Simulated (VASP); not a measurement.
# MoS2 (P-6m2) in VASP: notebook, part 2 of 2

VASP 6.6.1.

### 4 Single point, PBE+D3(BJ) (20.55 Å³/atom)

Input file INCAR:

```
PREC     = Accurate       # precision mode
ENCUT    = 500            # plane-wave cutoff, eV
EDIFF    = 1E-6           # SCF threshold, eV
ISMEAR   = 0              # smearing method
SIGMA    = 0.05           # smearing width, eV
LREAL    = False          # projectors in reciprocal space
LASPH    = True           # aspherical terms in the spheres
NELM     = 120            # most SCF steps
ALGO     = Normal         # electronic algorithm
ISIF     = 2              # what is computed and relaxed
LWAVE    = False          # write WAVECAR
LCHARG   = True           # write CHGCAR
GGA      = PE             # functional
IVDW     = 12             # dispersion correction
LELF     = True           # ELF
LVHAR    = True         
NBANDS   = 20             # bands
GGA_COMPAT= False
```

Input file KPOINTS:

```
regular mesh
0
Gamma
  12 12 6
```

Input file POSCAR:

```
MoS2
1.0
    3.1460698667      0.0000000000      0.0000000000
   -1.5730349334      2.7245764266      0.0000000000
    0.0000000000      0.0000000000      7.1919157153
Mo S
1 2
Direct
    0.0000000000      0.0000000000      0.0000000000
    0.3333333333      0.6666666667      0.2357940733
    0.3333333333      0.6666666667      0.7642059267
```

On the command line:

```bash
$ cat potpaw_PBE.64/Mo_sv/POTCAR potpaw_PBE.64/S/POTCAR > POTCAR
$ mpirun -np 1 vasp_std > vasp.out
```

Wall time 92 s (1 thread of Intel Xeon 8259CL, shared host); peak memory 0.24 GiB.

The run converged. Its results:

```yaml
Free_energy: -22.6970 eV
Pressure: -9.8 GPa
Largest_force: 1.988 eV/Å
Band_gap_on_the_k_mesh: 1.19 eV (least direct gap 1.95 eV)
Dispersion_energy_per_atom: -0.371 eV
```

Forces on the atoms (eV/Å):
```
Mo   0.000  0.000  0.000
S    0.000  0.000 -1.988
S    0.000  0.000  1.988
```

Stress tensor (GPa, compression positive):
```
 -5.20   0.00   0.00
  0.00  -5.20   0.00
  0.00   0.00 -18.87
```

Levels at points of the mesh, in eV from the valence-band top:
| k point | band 9 | band 10 | band 11 | band 12 | band 13 | band 14 | band 15 | band 16 | band 17 | band 18 |
| --- | --- | --- | --- | --- | --- | --- | --- | --- | --- | --- |
| (0.00, 0.00, 0.00) | -2.01 | -1.74 | -1.00 | -1.00 | -0.91 | 2.61 | 2.61 | 2.69 | 2.69 | 5.87 |
| (0.50, 0.00, 0.00) | -4.06 | -2.69 | -2.08 | -0.93 | -0.68 | 2.35 | 2.50 | 3.70 | 3.78 | 5.56 |
| (0.00, 0.00, 0.50) | -2.01 | -2.01 | -1.01 | -1.01 | -0.31 | 2.65 | 2.65 | 2.66 | 2.66 | 6.51 |
| (0.50, 0.00, 0.50) | -3.82 | -2.70 | -2.56 | -0.66 | -0.63 | 2.36 | 2.69 | 3.22 | 3.69 | 6.51 |

Caveat: the cell stands under tension; forces of over 1 eV/Å act on the atoms, so gaps and moduli don't describe the material at rest. A k mesh can miss the band edges.

### 5 Single point, PBE+D3(BJ) (20.55 Å³/atom)

Input file INCAR:

```
  PREC = Accurate
  ENCUT = 500
  EDIFF = 1E-6
  ISMEAR = 0
  SIGMA = 0.05
  LREAL = F
  LASPH = T
  NELM = 120
  ALGO = Normal
  ISIF = 2
  LWAVE = F
  LCHARG = F
  GGA = PE
  IVDW = 12
  NBANDS = 20
  GGA_COMPAT = F
```

Input file KPOINTS:

```
Automatic mesh
0
Gamma
  12 12 6
```

Input file POSCAR:

```
MoS2
1.0
    3.1742288152      0.0000000000      0.0000000000
   -1.5871144076      2.7489627914      0.0000000000
    0.0000000000      0.0000000000      7.0648810740
Mo S
1 2
Direct
    0.0000000000      0.0000000000      0.0000000000
    0.3333333333      0.6666666667      0.2357940733
    0.3333333333      0.6666666667      0.7642059267
```

On the command line:

```bash
$ cat potpaw_PBE.64/Mo_sv/POTCAR potpaw_PBE.64/S/POTCAR > POTCAR
$ mpirun -np 1 vasp_std > vasp.out
```

Run time: 83 s. Hardware: 1 thread of Intel Xeon 8259CL, shared host; peak memory 0.24 GiB.

The run converged. Its results:

- Free energy: -22.7763 eV
- Pressure: -9.6 GPa
- Largest force: 1.708 eV/Å
- Band gap on the k mesh: 1.29 eV (least direct gap 1.83 eV)
- Dispersion energy per atom: -0.370 eV

Forces in eV/Å, atoms in the order of the input:
```
Mo   0.000  0.000  0.000
S    0.000  0.000 -1.708
S    0.000  0.000  1.708
```

Stress tensor (GPa, compression positive):
```
 -6.47   0.00   0.00
  0.00  -6.47   0.00
  0.00   0.00 -15.93
```

Levels at points of the mesh, in eV from the valence-band top:
```csv
k point,band 9,band 10,band 11,band 12,band 13,band 14,band 15,band 16,band 17,band 18
"(0.00, 0.00, 0.00)",-2.15,-1.54,-1.15,-1.15,-0.75,2.61,2.61,2.64,2.64,5.84
"(0.50, 0.00, 0.00)",-4.07,-2.80,-1.93,-0.90,-0.79,2.24,2.50,3.77,3.85,5.50
"(0.00, 0.00, 0.50)",-2.15,-2.15,-1.16,-1.16,-0.11,2.60,2.60,2.67,2.67,6.36
"(0.50, 0.00, 0.50)",-3.80,-2.81,-2.48,-0.74,-0.60,2.25,2.67,3.26,3.74,6.54
```

Caveat: the cell stands under tension; forces of over 1 eV/Å act on the atoms, so gaps and moduli don't describe the material at rest. A k mesh can miss the band edges.

### 6 Single point, PBE+D3(BJ) (20.55 Å³/atom)

Input file INCAR:

```
SYSTEM = MoS2
PREC     = Accurate       ! precision mode
ENCUT    = 500            ! plane-wave cutoff, eV
EDIFF    = 1E-6           ! SCF threshold, eV
ISMEAR   = 0              ! smearing method
SIGMA    = 0.05           ! smearing width, eV
LREAL    = .FALSE.        ! projectors in reciprocal space
LASPH    = .TRUE.         ! aspherical terms in the spheres
NELM     = 120            ! most SCF steps
ALGO     = Normal         ! electronic algorithm
ISIF     = 2              ! what is computed and relaxed
LWAVE    = .FALSE.        ! write WAVECAR
LCHARG   = .FALSE.        ! write CHGCAR
GGA      = PE             ! functional
IVDW     = 12             ! dispersion correction
NBANDS   = 20             ! bands
GGA_COMPAT= .FALSE.
```

Input file KPOINTS:

```
regular mesh
0
G
  12 12 6
  0 0 0
```

Input file POSCAR:

```
MoS2
1.0
    3.2894031691      0.0000000000      0.0000000000
   -1.6447015846      2.8487067077      0.0000000000
    0.0000000000      0.0000000000      6.5788063383
Mo S
1 2
Direct
    0.0000000000      0.0000000000      0.0000000000
    0.3333333333      0.6666666667      0.2357940733
    0.3333333333      0.6666666667      0.7642059267
```

Potentials or basis: VASP PAW PBE potentials, release 64 (Mo_sv, S).

On the command line:

```bash
$ cat potpaw_PBE.64/Mo_sv/POTCAR potpaw_PBE.64/S/POTCAR > POTCAR
$ mpirun -np 1 vasp_std > vasp.out
```

Wall time 73 s (1 thread of Intel Xeon 8259CL, shared host); peak memory 0.23 GiB.

Results (log left out):

- Free energy: -22.8087 eV
- Pressure: -8.7 GPa
- Largest force: 0.533 eV/Å
- Band gap on the k mesh: 0.62 eV (least direct gap 1.36 eV)
- Dispersion energy per atom: -0.367 eV

Forces on the atoms (eV/Å):
```
Mo   0.000  0.000  0.000
S    0.000  0.000 -0.533
S    0.000  0.000  0.533
```

Stress tensor (GPa, compression positive):
```
-11.02   0.00   0.00
  0.00 -11.02   0.00
  0.00   0.00  -4.00
```

Levels at points of the mesh, in eV from the valence-band top:
| k point | band 11 | band 12 | band 13 | band 14 | band 15 | band 16 |
| --- | --- | --- | --- | --- | --- | --- |
| (0.00, 0.00, 0.00) | -2.31 | -1.33 | -0.83 | 1.84 | 1.84 | 2.01 |
| (0.50, 0.00, 0.00) | -1.93 | -1.90 | -1.44 | 1.20 | 1.63 | 3.30 |
| (0.00, 0.00, 0.50) | -2.34 | -2.34 | 0.00 | 1.76 | 1.76 | 2.13 |
| (0.50, 0.00, 0.50) | -2.83 | -1.85 | -1.06 | 1.22 | 1.74 | 2.68 |

Caveat: the cell stands under tension.

### 7 The runs side by side

```csv
cell,gap on the mesh (eV),pressure (GPa),largest force (eV/Å)
"a = 3.319, b = 3.319, c = 6.463 Å, angles 90.0, 90.0, 120.0°, 3 atoms",0.30,-8.4,0.23
"a = 3.203, b = 3.203, c = 6.940 Å, angles 90.0, 90.0, 120.0°, 3 atoms",1.30,-9.5,1.42
"a = 3.146, b = 3.146, c = 7.192 Å, angles 90.0, 90.0, 120.0°, 3 atoms",1.19,-9.8,1.99
"a = 3.174, b = 3.174, c = 7.065 Å, angles 90.0, 90.0, 120.0°, 3 atoms",1.29,-9.6,1.71
"a = 3.289, b = 3.289, c = 6.579 Å, angles 90.0, 90.0, 120.0°, 3 atoms",0.62,-8.7,0.53
```

Alike in all rows: task single point; level PBE+D3(BJ); potentials or basis VASP PAW PBE potentials, release 64 (Mo_sv, S); no spin polarisation; k mesh 12 × 12 × 6; cutoff (eV) 500; smearing gaussian 0.05 eV.

Caveats: the cell stands under tension; forces of over 1 eV/Å act on the atoms, so gaps and moduli don't describe the material at rest (at least some runs).

Total energies depend on the potentials used, so only differences within one code and one set of settings carry meaning.
